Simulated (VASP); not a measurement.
# AlNi in VASP: a series of runs, part 3 of 4

VASP 6.6.1. The steps go on from the part before.

### 5 Electric field gradients, PBE, collinear spin, ferromagnetic start (zz strain of +2 %)

INCAR reads:

```
SYSTEM = AlNi
PREC = Accurate ; ENCUT = 520
EDIFF = 1E-8 ; ISMEAR = -1
SIGMA = 0.05 ; LREAL = .FALSE.
LASPH = .TRUE. ; NELM = 150
ALGO = Normal ; ISIF = 2
LWAVE = .FALSE. ; LCHARG = .FALSE.
ISPIN = 2 ; MAGMOM = 0 1.5
LORBIT = 11 ; LMAXMIX = 4
GGA = PE ; LEFG = .TRUE.
NBANDS = 18
```

KPOINTS reads:

```
Automatic mesh
0
G
  13 13 13
  0 0 0
```

POSCAR reads:

```
AlNi
1.0
    2.8810000000      0.0000000000      0.0000000000
    0.0000000000      2.8810000000      0.0000000000
    0.0000000000      0.0000000000      2.9386200000
Al Ni
1 1
Direct
    0.0000000000      0.0000000000      0.0000000000
    0.5000000000      0.5000000000      0.5000000000
```

Potentials or basis: VASP PAW PBE potentials, release 64 (Al, Ni).

On the command line:

```bash
$ cat potpaw_PBE.64/Al/POTCAR potpaw_PBE.64/Ni/POTCAR > POTCAR
$ mpirun -np 1 vasp_std > vasp.out
```

OUTCAR:

```text
SYSTEM = AlNi
   PREC = Accurate
   ENCUT = 520
   EDIFF = 1E-8
   ISMEAR = -1
   LREAL = .FALSE.
   LASPH = .TRUE.
   NELM = 150
   ISIF = 2
   ISPIN = 2
   LORBIT = 11
   GGA = PE

 ion  position               nearest neighbor table
   1  0.000  0.000  0.000-   2 2.51   2 2.51   2 2.51   2 2.51   2 2.51   2 2.51   2 2.51   2 2.51

   2  0.500  0.500  0.500-   1 2.51   1 2.51   1 2.51   1 2.51   1 2.51   1 2.51   1 2.51   1 2.51

  LATTYP: Found a simple tetragonal cell.
 ALAT       =     2.8810000000
 C/A-ratio  =     1.0200000000

  Lattice vectors:

 A1 = (   2.8810000000,   0.0000000000,   0.0000000000)
 A2 = (   0.0000000000,   2.8810000000,   0.0000000000)
 A3 = (   0.0000000000,   0.0000000000,   2.9386200000)

Analysis of symmetry for initial positions (statically):
=====================================================================
 Subroutine PRICEL returns:
 Original cell was already a primitive cell.

 Routine SETGRP: Setting up the symmetry group for a
 simple tetragonal supercell.

 Subroutine GETGRP returns: Found 16 space group operations
 (whereof 16 operations were pure point group operations)
 out of a pool of 16 trial point group operations.

The static configuration has the point symmetry D_4h.

Analysis of symmetry for dynamics (positions and initial velocities):
=====================================================================
 Subroutine PRICEL returns:
 Original cell was already a primitive cell.

 Routine SETGRP: Setting up the symmetry group for a
 simple tetragonal supercell.

 Subroutine GETGRP returns: Found 16 space group operations
 (whereof 16 operations were pure point group operations)
 out of a pool of 16 trial point group operations.

The dynamic configuration has the point symmetry D_4h.

Analysis of structural, dynamic, and magnetic symmetry:
=====================================================================
 Subroutine PRICEL returns:
 Original cell was already a primitive cell.

 Routine SETGRP: Setting up the symmetry group for a
 simple tetragonal supercell.

 Subroutine GETGRP returns: Found 16 space group operations
 (whereof 16 operations were pure point group operations)
 out of a pool of 16 trial point group operations.

The overall configuration has the point symmetry D_4h.

 Subroutine INISYM returns: Found 16 space group operations
 (whereof 16 operations are pure point group operations),
 and found     1 'primitive' translations

----------------------------------------------------------------------------------------

                                     Primitive cell

  volume of cell :      24.3910

  direct lattice vectors                    reciprocal lattice vectors
     2.881000000  0.000000000  0.000000000     0.347101701  0.000000000  0.000000000
     0.000000000  2.881000000  0.000000000     0.000000000  0.347101701  0.000000000
     0.000000000  0.000000000  2.938620000     0.000000000  0.000000000  0.340295785

  length of vectors
     2.881000000  2.881000000  2.938620000     0.347101701  0.347101701  0.340295785

  position of ions in fractional coordinates (direct lattice)
[... 111 lines left out ...]
  energy-cutoff  :      520.00
  volume of cell :       24.39
 maximum number of plane-waves:       676
 NGX is ok and might be reduce to    24
   NGX = 11   NGY = 11   NGZ = 11

 number of electron      13.0000006 magnetization       0.0000122

 number of electron      13.0000006 magnetization      -0.0000098

 Free energy of the ion-electron system (eV)
  ---------------------------------------------------
  ext. energy  EPLUGINS =         0.00000000
  ---------------------------------------------------
  free energy    TOTEN  =       -10.54273633 eV

  energy without entropy =      -10.53717516  energy(sigma->0) =      -10.53995574

 E-fermi :   9.7432     XC(G=0): -11.9535

 val. band max:        9.7422233556   @ k =   0.3846   0.2308   0.1538
 cond. band min:       9.8050403190   @ k =   0.0769   0.0769   0.3077
 fundamental gap:      0.0628169633
 Fermi energy:         9.7432453195

 spin component 1

 k-point     1 :       0.0000    0.0000    0.0000
  band No.  band energies     occupation
      1      -1.2278      1.00000
      2       6.6223      1.00000
      3       6.6439      1.00000
      4       8.2478      1.00000
      5       8.2478      1.00000
      6       8.3023      1.00000
[... 493 lines left out ...]
     17      31.1150      0.00000
     18      34.0500      0.00000

 [... further k-points ...]

 spin component 2

 k-point     1 :       0.0000    0.0000    0.0000
  band No.  band energies     occupation
      1      -1.2278      1.00000
      2       6.6223      1.00000
      3       6.6439      1.00000
      4       8.2478      1.00000
      5       8.2478      1.00000
      6       8.3023      1.00000
[... 493 lines left out ...]
     17      31.1150      0.00000
     18      34.0500      0.00000

 [... further k-points ...]

------------------------ aborting loop because EDIFF is reached ----------------------------------------

  FORCE on cell =-STRESS in cart. coord.  units (eV):
  Direction    XX          YY          ZZ          XY          YZ          ZX
  --------------------------------------------------------------------------------------
  -------------------------------------------------------------------------------------
  Total       -0.0960500     -0.0960500     -0.3478537      0.0000000      0.0000000      0.0000000
  in kB       -6.3092546     -6.3092546    -22.8495273      0.0000000      0.0000000      0.0000000
  external PRESSURE =     -11.8226789 kB  Pullay stress =       0.0000000 kB

 VOLUME and BASIS-vectors are now :
 -----------------------------------------------------------------------------
  energy-cutoff  :      520.00
  volume of cell :       24.39
      direct lattice vectors                 reciprocal lattice vectors
     2.881000000  0.000000000  0.000000000     0.347101701  0.000000000  0.000000000
     0.000000000  2.881000000  0.000000000     0.000000000  0.347101701  0.000000000
     0.000000000  0.000000000  2.938620000     0.000000000  0.000000000  0.340295785

 POSITION                                       TOTAL-FORCE (eV/Angst)
 -----------------------------------------------------------------------------------
      0.00000      0.00000      0.00000         0.000000      0.000000      0.000000
      1.44050      1.44050      1.46931         0.000000      0.000000      0.000000
 -----------------------------------------------------------------------------------
    total drift:                                0.000000      0.000000     -0.000000

  FREE ENERGIE OF THE ION-ELECTRON SYSTEM (eV)
  ---------------------------------------------------
  free  energy   TOTEN  =       -10.5427363294 eV

  energy  without entropy=      -10.5371751579  energy(sigma->0) =      -10.53995574

 Electric field gradients (V/A^2)
---------------------------------------------------------------------
 ion       V_xx      V_yy      V_zz      V_xy      V_xz      V_yz
---------------------------------------------------------------------
   1      -0.359    -0.359     0.717     0.000     0.000     0.000
   2      -1.805    -1.805     3.610    -0.000     0.000     0.000
---------------------------------------------------------------------

 Electric field gradients after diagonalization (V/A^2)
 (convention: |V_zz| > |V_xx| > |V_yy|)
----------------------------------------------------------------------
 ion       V_xx      V_yy      V_zz     asymmetry (V_yy - V_xx)/ V_zz
----------------------------------------------------------------------
   1      -0.359    -0.359     0.717       0.000
   2      -1.805    -1.805     3.610       0.000
----------------------------------------------------------------------

           NMR quadrupolar parameters

 Cq : quadrupolar parameter    Cq=e*Q*V_zz/h
 eta: asymmetry parameters     (V_yy - V_xx)/ V_zz
 Q  : nuclear electric quadrupole moment in mb (millibarn)
----------------------------------------------------------------------
 ion       Cq(MHz)       eta       Q (mb)
----------------------------------------------------------------------
   1       0.002       0.000       1.000
   2       0.009       0.000       1.000
----------------------------------------------------------------------

 total charge

# of ion       s       p       d       tot
------------------------------------------
    1        0.382   0.405   0.000   0.787
    2        0.467   0.499   8.465   9.431
--------------------------------------------------
tot          0.849   0.904   8.465  10.218

 magnetization (x)

# of ion       s       p       d       tot
------------------------------------------
    1        0.000   0.000   0.000   0.000
    2       -0.000   0.000  -0.000  -0.000
--------------------------------------------------
tot          0.000   0.000  -0.000  -0.000
```

OSZICAR:

```text
N       E                     dE             d eps       ncg     rms          rms(c)
DAV:   1     0.455350712571E+02    0.45535E+02   -0.50372E+03 14530   0.753E+02
DAV:   2    -0.919203386673E+01   -0.54727E+02   -0.48016E+02 15296   0.162E+02
DAV:   3    -0.117917235971E+02   -0.25997E+01   -0.25498E+01 16684   0.363E+01
DAV:   4    -0.118254413318E+02   -0.33718E-01   -0.33687E-01 16430   0.366E+00
DAV:   5    -0.118261917545E+02   -0.75042E-03   -0.75037E-03 16512   0.592E-01    0.130E+01
DAV:   6    -0.143532437351E+02   -0.25271E+01   -0.44257E+01 16222   0.779E+01    0.177E+01
DAV:   7    -0.105676784426E+02    0.37856E+01   -0.13366E+01 16042   0.457E+01    0.191E+00
DAV:   8    -0.105550179570E+02    0.12660E-01   -0.39945E-01 18520   0.598E+00    0.109E+00
DAV:   9    -0.105422300491E+02    0.12788E-01   -0.42344E-02 17010   0.184E+00    0.638E-01
DAV:  10    -0.105427553312E+02   -0.52528E-03   -0.16541E-03 19126   0.384E-01    0.209E-01
DAV:  11    -0.105426426084E+02    0.11272E-03   -0.19121E-03 18740   0.369E-01    0.103E-01
DAV:  12    -0.105427407817E+02   -0.98173E-04   -0.27624E-04 17612   0.154E-01    0.378E-02
DAV:  13    -0.105427363343E+02    0.44474E-05   -0.14422E-05 19078   0.410E-02    0.127E-02
DAV:  14    -0.105427364966E+02   -0.16225E-06   -0.17430E-06 18332   0.137E-02    0.641E-03
DAV:  15    -0.105427363864E+02    0.11017E-06   -0.13985E-07 19616   0.338E-03    0.183E-03
DAV:  16    -0.105427363372E+02    0.49207E-07   -0.90818E-09  8814   0.797E-04    0.691E-04
DAV:  17    -0.105427363294E+02    0.77400E-08   -0.12809E-09  7760   0.308E-04
   1 F= -.10542736E+02 E0= -.10539956E+02  d E =-.556117E-02  mag=    -0.0000
```

Wall time 2.6 min (1 thread of Intel Xeon 8259CL, shared host); peak memory 0.25 GiB.

What came out:

* Free energy: -10.5427 eV
* Pressure: -1.2 GPa
* Net moment: 0.00 μB per cell
* Largest electric field gradient by atom: Al +0.7; Ni +3.6 V/Å²
* Valence electrons inside the program's atomic spheres: Al 0.79; Ni 9.43

Levels at points of the mesh, in eV from the Fermi level:
Spin up:
```tsv
k point	band 3	band 4	band 5	band 6	band 7	band 8	band 9	band 10	band 11	band 12
(0.00, 0.00, 0.00)	-3.10	-1.50	-1.50	-1.44	4.98	5.67	5.67	7.98	8.16	13.43
```
Spin down:
| k point | band 3 | band 4 | band 5 | band 6 | band 7 | band 8 | band 9 | band 10 | band 11 | band 12 |
| --- | --- | --- | --- | --- | --- | --- | --- | --- | --- | --- |
| (0.00, 0.00, 0.00) | -3.10 | -1.50 | -1.50 | -1.44 | 4.98 | 5.67 | 5.67 | 7.98 | 8.16 | 13.43 |

Electric field gradients, principal values (V/Å²):
| atom | least | middle | greatest (by size) |
| --- | --- | --- | --- |
| 1 Al | -0.359 | -0.359 | 0.717 |
| 2 Ni | -1.805 | -1.805 | 3.610 |

Caveat: the cell differs from its parent crystal (zz strain of +2 %); without QUAD_EFG the Cq values of the log hold for a quadrupole moment of 1 mb, not for the nuclei.

(Part 3 of 4 ends here.)
